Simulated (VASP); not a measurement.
# PtS2 (P-3m1) in VASP: settings compared, part 2 of 2

VASP 6.6.1. Earlier steps stand in the parts before.

**3. Electric field gradients, r2SCAN**

POSCAR

```
PtS2
1.0
    3.5431994758      0.0000000000      0.0000000000
   -1.7715997379      3.0685007567      0.0000000000
    0.0000000000      0.0000000000      5.0388000000
Pt S
1 2
Direct
    0.0000000000      0.0000000000      0.0000000000
    0.3333333333      0.6666666667      0.2448969172
    0.6666666667      0.3333333333      0.7551030828
```

INCAR.step1

```
PREC = Accurate
ENCUT = 520
ISMEAR = -1
SIGMA = 0.02
LREAL = F
LASPH = T
NELM = 60
NBANDS = 18
GGA = PE
ALGO = Normal
EDIFF = 1E-4
LWAVE = T
LCHARG = F
```

INCAR.step2

```
PREC = Accurate
ENCUT = 520
EDIFF = 1E-8
ISMEAR = -1
SIGMA = 0.02
LREAL = F
LASPH = T
NELM = 60
ALGO = Normal
ISIF = 2
LWAVE = F
LCHARG = F
METAGGA = R2SCAN
LMIXTAU = T
LEFG = T
NBANDS = 18
ISTART = 1
```

KPOINTS

```
Automatic mesh
0
Gamma
  9 9 6
```

Potentials or basis: VASP PAW PBE potentials, release 64 (Pt, S).

Launch:

```
$ cat potpaw_PBE.64/Pt/POTCAR potpaw_PBE.64/S/POTCAR > POTCAR
$ cp INCAR.step1 INCAR
$ mpirun -np 1 vasp_std > vasp.out
$ cp INCAR.step2 INCAR
$ mpirun -np 1 vasp_std > vasp.out
```

OUTCAR:

```text
PREC = Accurate
   ENCUT = 520
   EDIFF = 1E-8
   ISMEAR = -1
   LREAL = F
   LASPH = T
   NELM = 60
   ISIF = 2
   METAGGA = R2SCAN
   ISTART = 1

 ion  position               nearest neighbor table
   1  0.000  0.000  0.000-   2 2.39   3 2.39   2 2.39   3 2.39   3 2.39   2 2.39
   2  0.333  0.667  0.245-   1 2.39   1 2.39   1 2.39
   3  0.667  0.333  0.755-   1 2.39   1 2.39   1 2.39

  LATTYP: Found a hexagonal cell.
 ALAT       =     3.5431994758
 C/A-ratio  =     1.4221045229

  Lattice vectors:

 A1 = (   3.5431994758,   0.0000000000,   0.0000000000)
 A2 = (  -1.7715997379,   3.0685007567,   0.0000000000)
 A3 = (   0.0000000000,   0.0000000000,   5.0388000000)

Analysis of symmetry for initial positions (statically):
=====================================================================
 Subroutine PRICEL returns:
 Original cell was already a primitive cell.

 Routine SETGRP: Setting up the symmetry group for a
 hexagonal supercell.

 Subroutine GETGRP returns: Found 12 space group operations
 (whereof 12 operations were pure point group operations)
 out of a pool of 24 trial point group operations.

The static configuration has the point symmetry D_3d.

Analysis of symmetry for dynamics (positions and initial velocities):
=====================================================================
 Subroutine PRICEL returns:
 Original cell was already a primitive cell.

 Routine SETGRP: Setting up the symmetry group for a
 hexagonal supercell.

[... 166 lines left out ...]
      4      -0.2002      2.00000
      5      -0.2002      2.00000
      6       2.5879      2.00000
[... 481 lines left out ...]
      5       0.8998      2.00000
      6       1.1599      2.00000
[... 10 lines left out ...]
     17      15.7037      0.00000
     18      17.4599      0.00000

 [... further k-points ...]

------------------------ aborting loop because EDIFF is reached ----------------------------------------

  FORCE on cell =-STRESS in cart. coord.  units (eV):
  Direction    XX          YY          ZZ          XY          YZ          ZX
  --------------------------------------------------------------------------------------
  -------------------------------------------------------------------------------------
  Total        0.7083823      0.7083823      0.4570087      0.0000000      0.0000000      0.0000000
  in kB       20.7171186     20.7171186     13.3655257      0.0000000      0.0000000      0.0000000
  external PRESSURE =      18.2665876 kB  Pullay stress =       0.0000000 kB

 VOLUME and BASIS-vectors are now :
 -----------------------------------------------------------------------------
  energy-cutoff  :      520.00
  volume of cell :       54.78
      direct lattice vectors                 reciprocal lattice vectors
     3.543199476  0.000000000  0.000000000     0.282230794  0.162946025  0.000000000
    -1.771599738  3.068500757  0.000000000     0.000000000  0.325892049  0.000000000
     0.000000000  0.000000000  5.038800000     0.000000000  0.000000000  0.198459951

 POSITION                                       TOTAL-FORCE (eV/Angst)
 -----------------------------------------------------------------------------------
      0.00000      0.00000      0.00000         0.000000      0.000000     -0.000000
     -0.00000      2.04567      1.23399        -0.000000      0.000000     -0.137963
      1.77160      1.02283      3.80481        -0.000000     -0.000000      0.137963
 -----------------------------------------------------------------------------------
    total drift:                               -0.000000      0.000000      0.000000

  FREE ENERGIE OF THE ION-ELECTRON SYSTEM (eV)
  ---------------------------------------------------
  free  energy   TOTEN  =       -68.8348680024 eV

  energy  without entropy=      -68.8348680024  energy(sigma->0) =      -68.83486800

 Electric field gradients (V/A^2)
---------------------------------------------------------------------
 ion       V_xx      V_yy      V_zz      V_xy      V_xz      V_yz
---------------------------------------------------------------------
   1     -70.035   -70.035   140.070     0.000     0.000    -0.000
   2      27.175    27.176   -54.351     0.000    -0.000     0.000
   3      27.175    27.176   -54.351     0.000    -0.000     0.000
---------------------------------------------------------------------

 Electric field gradients after diagonalization (V/A^2)
 (convention: |V_zz| > |V_xx| > |V_yy|)
----------------------------------------------------------------------
 ion       V_xx      V_yy      V_zz     asymmetry (V_yy - V_xx)/ V_zz
----------------------------------------------------------------------
   1     -70.035   -70.035   140.070       0.000
   2      27.176    27.175   -54.351       0.000
   3      27.176    27.175   -54.351       0.000
----------------------------------------------------------------------

           NMR quadrupolar parameters

 Cq : quadrupolar parameter    Cq=e*Q*V_zz/h
 eta: asymmetry parameters     (V_yy - V_xx)/ V_zz
 Q  : nuclear electric quadrupole moment in mb (millibarn)
----------------------------------------------------------------------
 ion       Cq(MHz)       eta       Q (mb)
----------------------------------------------------------------------
   1       0.339       0.000       1.000
   2      -0.131       0.000       1.000
   3      -0.131       0.000       1.000
----------------------------------------------------------------------
```

It took 5.5 min on 1 thread of Intel Xeon Platinum 8259CL at 2.50GHz (Skylake/Cascade Lake), shared host; peak memory 0.21 GiB.

Results:

```
Free energy                             : -68.8349 eV
Pressure                                : 1.8 GPa
Largest force                           : 0.138 eV/Å
Band gap on the k mesh                  : 0.81 eV (least direct gap 1.16 eV)
Largest electric field gradient by atom : Pt +140.1; S -54.4 V/Å²
```

Forces in eV/Å, atoms in the order of the input:
```
Pt   0.000  0.000  0.000
S    0.000  0.000 -0.138
S    0.000  0.000  0.138
```

Stress tensor (GPa, compression positive):
```
2.07 0.00 0.00
0.00 2.07 0.00
0.00 0.00 1.34
```

Levels at points of the mesh, in eV from the valence-band top:
```csv
k point,band 7,band 8,band 9,band 10,band 11,band 12,band 13,band 14,band 15,band 16
"(0.00, 0.00, 0.00)",-4.04,-2.26,-1.18,-1.18,0.00,2.08,2.08,5.00,5.99,8.46
"(0.00, 0.00, 0.50)",-4.06,-2.85,-1.48,-1.48,-1.22,2.72,2.72,5.98,7.61,8.09
```

Electric field gradients, principal values (V/Å²):
```csv
atom,least,middle,greatest (by size)
1 Pt,-70.035,-70.035,140.070
2 S,27.175,27.176,-54.351
3 S,27.175,27.176,-54.351
```

Caveat: without QUAD_EFG the Cq values of the log hold for a quadrupole moment of 1 mb, not for the nuclei; the PAW data sets were made with another functional, which shifts forces and pressure a little; spin-orbit coupling is left out, which moves the levels of the heavy elements; an odd mesh through Γ misses points on the zone boundary, where band edges can lie.

**4. Electric field gradients, PBE, non-collinear spin, zero start, spin-orbit coupling**

INCAR

```
  ALGO = Normal
  EDIFF = 1E-8
  ENCUT = 520
  GGA = PE
  GGA_COMPAT = False
  ISIF = 2
  ISMEAR = -1
  LASPH = True
  LCHARG = False
  LEFG = True
  LMAXMIX = 4
  LORBIT = 11
  LORBMOM = True
  LREAL = False
  LSORBIT = True
  LWAVE = False
  MAGMOM = 0 0 0 0 0 0 0 0 0
  NBANDS = 35
  NELM = 150
  PREC = Accurate
  SIGMA = 0.02
```

KPOINTS

```
k-points
0
Gamma
  9 9 6
```

POSCAR is that of step 3.

Potentials or basis: VASP PAW PBE potentials, release 64 (Pt, S).

Launch:

```
$ cat potpaw_PBE.64/Pt/POTCAR potpaw_PBE.64/S/POTCAR > POTCAR
$ mpirun -np 1 vasp_ncl > vasp.out
```

OUTCAR:

```text
EDIFF = 1E-8
   ENCUT = 520
   GGA = PE
   ISIF = 2
   ISMEAR = -1
   LASPH = True
   LORBIT = 11
   LREAL = False
   LSORBIT = True
   NELM = 150
   PREC = Accurate

 ion  position               nearest neighbor table
   1  0.000  0.000  0.000-   2 2.39   3 2.39   2 2.39   3 2.39   3 2.39   2 2.39
   2  0.333  0.667  0.245-   1 2.39   1 2.39   1 2.39
   3  0.667  0.333  0.755-   1 2.39   1 2.39   1 2.39

  LATTYP: Found a hexagonal cell.
 ALAT       =     3.5431994758
 C/A-ratio  =     1.4221045229

  Lattice vectors:

 A1 = (   3.5431994758,   0.0000000000,   0.0000000000)
 A2 = (  -1.7715997379,   3.0685007567,   0.0000000000)
 A3 = (   0.0000000000,   0.0000000000,   5.0388000000)

Analysis of symmetry for initial positions (statically):
=====================================================================
 Subroutine PRICEL returns:
 Original cell was already a primitive cell.

 Routine SETGRP: Setting up the symmetry group for a
 hexagonal supercell.

 Subroutine GETGRP returns: Found 12 space group operations
 (whereof 12 operations were pure point group operations)
 out of a pool of 24 trial point group operations.

The static configuration has the point symmetry D_3d.

Analysis of symmetry for dynamics (positions and initial velocities):
=====================================================================
 Subroutine PRICEL returns:
 Original cell was already a primitive cell.

 Routine SETGRP: Setting up the symmetry group for a
 hexagonal supercell.

 Subroutine GETGRP returns: Found 12 space group operations
 (whereof 12 operations were pure point group operations)
 out of a pool of 24 trial point group operations.

The dynamic configuration has the point symmetry D_3d.

Analysis of structural, dynamic, and magnetic symmetry:
=====================================================================
 Subroutine PRICEL returns:
 Original cell was already a primitive cell.

 Routine SETGRP: Setting up the symmetry group for a
 hexagonal supercell.

 Subroutine GETGRP returns: Found 12 space group operations
 (whereof 12 operations were pure point group operations)
[... 1130 lines left out ...]

 orbital moment (y)

 # of ion     p       d       tot
 ----------------------------------------
  1         0.000   0.000   0.000
  2        -0.000   0.000  -0.000
  3         0.000   0.000   0.000
 ----------------------------------------
            0.000   0.000   0.000

 orbital moment (z)

 # of ion     p       d       tot
 ----------------------------------------
  1         0.000   0.000   0.000
  2         0.000   0.000   0.000
  3         0.000   0.000   0.000
 ----------------------------------------
            0.000   0.000   0.000

 Spin-Orbit-Coupling matrix elements

 Ion:    1  E_soc:     -0.7717849
 l=   1
     0.0000000    -0.0343106    -0.0361735
    -0.0343106     0.0000000    -0.0343106
    -0.0361735    -0.0343106     0.0000000
 l=   2
     0.0000000    -0.0210571     0.0000000    -0.0210571    -0.0695706
    -0.0210571     0.0000000    -0.0510053    -0.0252883    -0.0210571
     0.0000000    -0.0510053     0.0000000    -0.0510053     0.0000000
    -0.0210571    -0.0252883    -0.0510053     0.0000000    -0.0210571
    -0.0695706    -0.0210571     0.0000000    -0.0210571     0.0000000
 l=   3
     0.0000000     0.0000000     0.0000000     0.0000000     0.0000000     0.0000000     0.0000000
     0.0000000     0.0000000     0.0000000     0.0000000     0.0000000     0.0000000     0.0000000
     0.0000000     0.0000000     0.0000000     0.0000000     0.0000000     0.0000000     0.0000000
     0.0000000     0.0000000     0.0000000     0.0000000     0.0000000     0.0000000     0.0000000
[... 29 lines left out ...]
 l=   2
     0.0000000     0.0000000     0.0000000     0.0000000     0.0000000
     0.0000000     0.0000000     0.0000000     0.0000000     0.0000000
     0.0000000     0.0000000     0.0000000     0.0000000     0.0000000
     0.0000000     0.0000000     0.0000000     0.0000000     0.0000000
     0.0000000     0.0000000     0.0000000     0.0000000     0.0000000
 l=   3
     0.0000000     0.0000000     0.0000000     0.0000000     0.0000000     0.0000000     0.0000000
     0.0000000     0.0000000     0.0000000     0.0000000     0.0000000     0.0000000     0.0000000
     0.0000000     0.0000000     0.0000000     0.0000000     0.0000000     0.0000000     0.0000000
     0.0000000     0.0000000     0.0000000     0.0000000     0.0000000     0.0000000     0.0000000
     0.0000000     0.0000000     0.0000000     0.0000000     0.0000000     0.0000000     0.0000000
     0.0000000     0.0000000     0.0000000     0.0000000     0.0000000     0.0000000     0.0000000
     0.0000000     0.0000000     0.0000000     0.0000000     0.0000000     0.0000000     0.0000000

 total charge

# of ion       s       p       d       tot
------------------------------------------
    1        0.698   0.799   7.958   9.456
    2        1.364   2.277   0.000   3.641
    3        1.364   2.277   0.000   3.641
--------------------------------------------------
tot          3.426   5.352   7.958  16.737

 magnetization (x)

# of ion       s       p       d       tot
------------------------------------------
    1        0.000   0.000   0.000   0.000
    2        0.000   0.000   0.000   0.000
    3        0.000   0.000   0.000   0.000
--------------------------------------------------
tot          0.000   0.000   0.000   0.000

 magnetization (y)

# of ion       s       p       d       tot
------------------------------------------
    1        0.000   0.000   0.000   0.000
    2        0.000   0.000   0.000   0.000
    3        0.000   0.000   0.000   0.000
--------------------------------------------------
tot          0.000   0.000   0.000   0.000

 magnetization (z)

# of ion       s       p       d       tot
------------------------------------------
    1        0.000  -0.000  -0.000  -0.000
    2        0.000   0.000   0.000   0.000
    3        0.000   0.000   0.000   0.000
--------------------------------------------------
tot          0.000  -0.000  -0.000  -0.000
```

stdout:

```text
POSCAR found type information on POSCAR PtS
 POSCAR found :  2 types and       3 ions
 scaLAPACK will be used
 LDA part: xc-table for (Slater+PW92), standard interpolation
 POSCAR, INCAR and KPOINTS ok, starting setup
 FFT: planning ... GRIDC
 FFT: planning ... GRID_SOFT
 FFT: planning ... GRID
 WAVECAR not read
 entering main loop
ion   1

ion   2

ion   3
```

It took 3.1 min on 1 thread of Intel Xeon Platinum 8488C (Sapphire Rapids), shared host; peak memory 0.4 GiB.

Results:

```yaml
Free_energy: -15.7615 eV
Pressure: 4.0 GPa
Largest_force: 0.005 eV/Å
Net_moment: 0.00 μB per cell
Largest_electric_field_gradient_by_atom: Pt +141.9; S -51.6 V/Å²
Valence_electrons_inside_the_program's_atomic_spheres: Pt 9.46; S 3.64
```

Forces in eV/Å, atoms in the order of the input:
```
Pt   0.000  0.000  0.000
S    0.000  0.000 -0.005
S    0.000  0.000  0.005
```

Stress tensor (GPa, compression positive):
```
4.60 0.00 0.00
0.00 4.60 0.00
0.00 0.00 2.71
```

Moments on the atoms (μB; x, y, z):
```
Pt  0.00 0.00 0.00
S   0.00 0.00 0.00
S   0.00 0.00 0.00
```

Electric field gradients, principal values (V/Å²):
```csv
atom,least,middle,greatest (by size)
1 Pt,-70.959,-70.959,141.918
2 S,25.791,25.792,-51.583
3 S,25.791,25.792,-51.583
```

Caveat: the cell stands under pressure; without QUAD_EFG the Cq values of the log hold for a quadrupole moment of 1 mb, not for the nuclei.

**5. Overview**

```tsv
level	spin	cell	gap on the mesh (eV)	pressure (GPa)	largest force (eV/Å)
PBE	off	as given, atomic positions A	0.56	1.9	0.37
r2SCAN	off	as given, atomic positions B	0.81	1.8	0.14
PBE	non-collinear, zero start, SOC	as given, atomic positions B	-	4.0	0.01
```

Alike in all rows: task electric field gradients; potentials or basis VASP PAW PBE potentials, release 64 (Pt, S); k mesh 9 × 9 × 6; cutoff (eV) 520; smearing fermi-dirac 0.02 eV.

The pressure there spans 1.8 GPa (r2SCAN) to 4.0 GPa (PBE); a positive pressure means that this level wants a larger cell, a negative one a smaller.

Caveats: spin-orbit coupling is left out, which moves the levels of the heavy elements (at least some runs); an odd mesh through Γ misses points on the zone boundary, where band edges can lie (at least some runs); the PAW data sets were made with another functional, which shifts forces and pressure a little (at least some runs); the cell stands under pressure (at least some runs).

Total energies depend on the potentials used, so only differences within one code and one set of settings carry meaning.
